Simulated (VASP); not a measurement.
Set up this calculation in VASP 6.6.1, as the native input.

| Item | Value |
| --- | --- |
| Task | single point |
| Functional | PBEsol |
| Potentials or basis | VASP PAW PBE potentials, release 64 (Zn) |
| Cutoff | 520 eV |
| k mesh | 12 × 12 × 12 |
| Occupations | fermi-dirac, width 0.05 eV |
| Spin | no spin polarisation |
| Dipole correction | no |
| Further INCAR settings | ALGO = Fast; EDIFF = 1e-07; NBANDS = 12 |

The structure of Zn lies in POSCAR:

```
Zn
1.0
    0.0000000000      1.8854235266      1.8854235266
    1.8854235266      0.0000000000      1.8854235266
    1.8854235266      1.8854235266      0.0000000000
Zn
1
Direct
    0.0000000000      0.0000000000      0.0000000000
```

These files were run (other wordings do the same):

INCAR

```
ALGO = Fast
EDIFF = 1E-7
ENCUT = 520
GGA = PS
ISIF = 2
ISMEAR = -1
LASPH = True
LCHARG = False
LREAL = False
LWAVE = False
NBANDS = 12
NELM = 80
PREC = Accurate
SIGMA = 0.05
```

KPOINTS

```
k-points
0
Gamma
  12 12 12
```

Potentials or basis: VASP PAW PBE potentials, release 64 (Zn).

Run with:

```bash
$ cat potpaw_PBE.64/Zn/POTCAR > POTCAR
$ mpirun -np 1 vasp_std > vasp.out
```

Results of the run:

- Pressure: 5.6 GPa
- Band gap on the k mesh: zero (band 6 reaches 6.17 eV, above the bottom of band 7 at 2.68 eV)

Caveat: the PAW data sets were made with another functional, which shifts forces and pressure a little.

Wall time 14 s on 1 thread of AMD EPYC 7R43 64-Core Processor (Zen 3), with other jobs on the host, peak memory 0.09 GiB.
